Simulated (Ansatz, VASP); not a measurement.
## Ni in VASP and in Ansatz

INCAR

```
SYSTEM = Ni
ALGO = Normal ; EDIFF = 1E-6
ENCUT = 520 ; GGA = PE
ISIF = 2 ; ISMEAR = -1
ISPIN = 2 ; LASPH = .True.
LCHARG = .False. ; LMAXMIX = 4
LORBIT = 11 ; LREAL = .False.
LWAVE = .False. ; MAGMOM = 2
NBANDS = 15 ; NELM = 150
PREC = Accurate ; SIGMA = 0.1
```

Contents of KPOINTS:

```
k-points
0
Gamma
  7 7 7
  0 0 0
```

The input POSCAR:

```
Ni
1.0
    0.0000000000      1.7659800000      1.7659800000
    1.7659800000      0.0000000000      1.7659800000
    1.7659800000      1.7659800000      0.0000000000
Ni
1
Direct
    0.0000000000      0.0000000000      0.0000000000
```

Input for Ansatz:

```yaml
crystal:
  lattice:
    - [0.0, 1.76598, 1.76598]
    - [1.76598, 0.0, 1.76598]
    - [1.76598, 1.76598, 0.0]
  atoms:
    - { symbol: Ni, position: [0.0, 0.0, 0.0], spin: 2.0 }
magnetization:
  spin_polarized: true
hamiltonian:
  xc: pbe
  pseudopotentials: { kind: paw }
basis:
  ecutwfc: 420
kpoints:
  mp_grid: { grid: [7, 7, 7] }
scf:
  occupations: { method: fermi_dirac, width: 0.1 }
  lower_state_search: "off"
  max_iter: 60
output:
  forces: true
  stress: true
```

Alike in both runs: task single point; functional PBE; k mesh 7 × 7 × 7; occupations fermi-dirac, width 0.1 eV; collinear spin.

```csv
,VASP,Ansatz
version,VASP 6.6.1,Ansatz 0.2.0
potentials or method,"VASP PAW PBE potentials, release 64 (Ni), cutoff 520 eV","PAW, plane waves, scalar-relativistic"
valence electrons in the cell,10,18
```

```csv
,VASP,Ansatz,Ansatz less VASP
pressure (GPa),-2.3,-2.0,+0.25
net moment per atom (μB),0.54,0.58,+0.043
size of the moment on the site where the two differ most (μB),0.55,0.62,+0.067
```

Site moments also hang on the region over which each program counts them. The functional is the same, so the differences come from potentials, cutoffs and numerics. VASP's potentials hold 10 valence electrons a cell and Ansatz's 18, so a difference there can come from the potentials and not from the codes.

The k mesh is coarse, so the values compare programs but aren't converged.
